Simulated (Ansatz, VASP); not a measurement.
Two plane-wave programs on Rb

INCAR

```
SYSTEM = Rb
  ALGO = Fast
  EDIFF = 1E-7
  ENCUT = 520
  ISIF = 2
  ISMEAR = 0
  LASPH = .True.
  LCHARG = .False.
  LREAL = .False.
  LWAVE = .False.
  NBANDS = 16
  NELM = 60
  PREC = Accurate
  SIGMA = 0.15
```

The input KPOINTS:

```
k-points
0
Gamma
  12 12 6
  0 0 0
```

Contents of POSCAR:

```
Rb
1.0
    4.7065914528      0.0000000000      0.0000000000
   -2.3532957264      4.4065165009      0.0000000000
    0.0000000000      0.0000000000      8.4420579800
Rb
2
Direct
    0.3333333333      0.6666666667      0.2500000000
    0.6666666667      0.3333333333      0.7500000000
```

Input for Ansatz:

```yaml
crystal:
  lattice:
    - [4.7065914528, 0.0, 0.0]
    - [-2.3532957264, 4.4065165009, 0.0]
    - [0.0, 0.0, 8.44205798]
  atoms:
    - { symbol: Rb, position: [0.3333333333, 0.6666666667, 0.25] }
    - { symbol: Rb, position: [0.6666666667, 0.3333333333, 0.75] }
basis:
  ecutwfc: 420
kpoints:
  mp_grid: { grid: [12, 12, 6] }
hamiltonian:
  xc: lda
scf:
  occupations: { method: gaussian, width: 0.15 }
output:
  forces: true
  stress: true
  eigenvalues: true
```

Change from the starting cell: strain -0.0750 x Voigt [1, 0, 0, 0, 0, 0], atoms carried along.

Alike in both runs: task single point; functional LDA; k mesh 12 × 12 × 6; occupations gaussian, width 0.15 eV; no spin polarisation.

```csv
,VASP,Ansatz
version,VASP 6.6.1,Ansatz 0.2.0
potentials or method,"VASP PAW LDA potentials, release 64 (Rb_sv), cutoff 520 eV","scalar-relativistic, plane waves, PAW"
valence electrons in the cell,18,18
```

|  | VASP | Ansatz | Ansatz less VASP |
| --- | --- | --- | --- |
| gap on the k mesh at the Fermi level (eV) | none | none | - |
| pressure (GPa) | -0.3 | -0.3 | +0.01 |
| traceless stress, the component that is largest in VASP (GPa) | 0.18 | 0.18 | -0.001 |
| rms of the force components (eV/Å) | 0.006 | 0.006 | 0.0000 |

LDA's correlation is that of Perdew and Zunger in VASP and of Perdew and Wang (1992) in Ansatz. Atom by atom the forces differ by 0.000 eV/Å (rms over components). A gap of «none» marks a metal or a gap that the smearing closes.
